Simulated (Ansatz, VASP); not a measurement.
**Y: VASP beside Ansatz**

The input INCAR:

```
  PREC = Accurate
  ENCUT = 520
  EDIFF = 1E-6
  ISMEAR = -1
  SIGMA = 0.1
  LREAL = False
  LASPH = True
  NELM = 80
  ALGO = Normal
  ISIF = 2
  LWAVE = False
  LCHARG = True
  GGA = PE
  LELF = True
  LVHAR = True
  NBANDS = 12
```

The input KPOINTS:

```
regular mesh
0
Gamma
  12 12 12
```

File POSCAR:

```
Y
1.0
   -1.9673071741      1.9673071741      1.9673071741
    1.9673071741     -1.9673071741      1.9673071741
    1.9673071741      1.9673071741     -1.9673071741
Y
1
Direct
    0.0000000000      0.0000000000      0.0000000000
```

Input for Ansatz:

```yaml
crystal:
  lattice:
    - [-1.9673071741, 1.9673071741, 1.9673071741]
    - [1.9673071741, -1.9673071741, 1.9673071741]
    - [1.9673071741, 1.9673071741, -1.9673071741]
  atoms:
    - { symbol: "Y", position: [0.0, 0.0, 0.0] }
hamiltonian:
  xc: pbe
  pseudopotentials:
    kind: paw
    azcp:
      "Y": "pseudopotentials/Y.paw.azcp"
basis:
  ecutwfc: 420
  fft_grid_basis: typed
kpoints:
  mp_grid: { grid: [12, 12, 12], shift: [0, 0, 0] }
magnetization:
  spin_polarized: false
scf:
  occupations: { method: fermi_dirac, width: 0.1 }
  lower_state_search: "off"
output:
  stress: true
```

Alike in both runs: task single point; functional PBE; k mesh 12 × 12 × 12; occupations fermi-dirac, width 0.1 eV; no spin polarisation.

|  | VASP | Ansatz |
| --- | --- | --- |
| version | VASP 6.6.1 | Ansatz 0.2.0 |
| potentials or method | VASP PAW PBE potentials, release 64 (Y_sv), cutoff 520 eV | plane waves (420 eV) with PAW, scalar-relativistic |
| valence electrons in the cell | 11 | 11 |

```tsv
	VASP	Ansatz	Ansatz less VASP
pressure (GPa)	3.5	3.6	+0.14
```

With one functional, cell and mesh, what is left measures potentials, basis and numerics.
